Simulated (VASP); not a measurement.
Os: electric field gradients with PBE

Os:

```
Os
1.0
     2.73410    0.01367    0.01367
    -1.35521    2.36096    0.00500
     0.02160    0.02160    4.31970
Os
2
Direct
  0.33333 0.66667 0.25000
  0.66667 0.33333 0.75000
```

This cell differs from its parent crystal: equal xy, yz and zx shear strains of +1 %.

```yaml
Program: VASP 6.6.1
Task: electric field gradients
Functional: PBE
Potentials_or_basis: VASP PAW PBE potentials, release 64 (Os)
Cutoff: 520 eV
k_mesh: 15 × 15 × 9
Occupations: fermi-dirac, width 0.05 eV
Spin: no spin polarisation
Dipole_correction: no
Further_INCAR_settings: ALGO = Normal; EDIFF = 1e-08; NBANDS = 15
```

| Property | Result |
| --- | --- |
| Pressure | 8.8 GPa |
| Largest force | 0.026 eV/Å |
| Band gap on the k mesh | zero (bands 8 and 9 overlap by 3.91 eV) |
| Largest electric field gradient by atom | Os -81.2 V/Å² |

Forces on the atoms (eV/Å):
```
Os  -0.026  0.000  0.005
Os   0.026  0.000 -0.005
```

Stress tensor (GPa, compression positive):
```
 8.49 -2.80 -2.67
-2.80  8.55 -2.67
-2.67 -2.67  9.36
```

Levels at points of the mesh, in eV from the Fermi level:
| k point | band 4 | band 5 | band 6 | band 7 | band 8 | band 9 | band 10 | band 11 | band 12 | band 13 |
| --- | --- | --- | --- | --- | --- | --- | --- | --- | --- | --- |
| (0.00, 0.00, 0.00) | -2.94 | -2.80 | -2.31 | -2.11 | -1.57 | -1.53 | 0.03 | 1.66 | 1.73 | 9.09 |

Electric field gradients, principal values (V/Å²):
```tsv
atom	least	middle	greatest (by size)
1 Os	27.128	54.115	-81.243
2 Os	27.128	54.115	-81.243
```

Run time: 4.9 min on 1 thread of Intel(R) Xeon(R) Platinum 8259CL CPU @ 2.50GHz (Skylake/Cascade Lake), on a shared host, peak memory 0.45 GiB.

Caveat: the cell differs from its parent crystal (equal xy, yz and zx shear strains of +1 %); the cell stands under pressure; without QUAD_EFG the Cq values of the log hold for a quadrupole moment of 1 mb, not for the nuclei; spin-orbit coupling is left out, which moves the levels of the heavy elements.
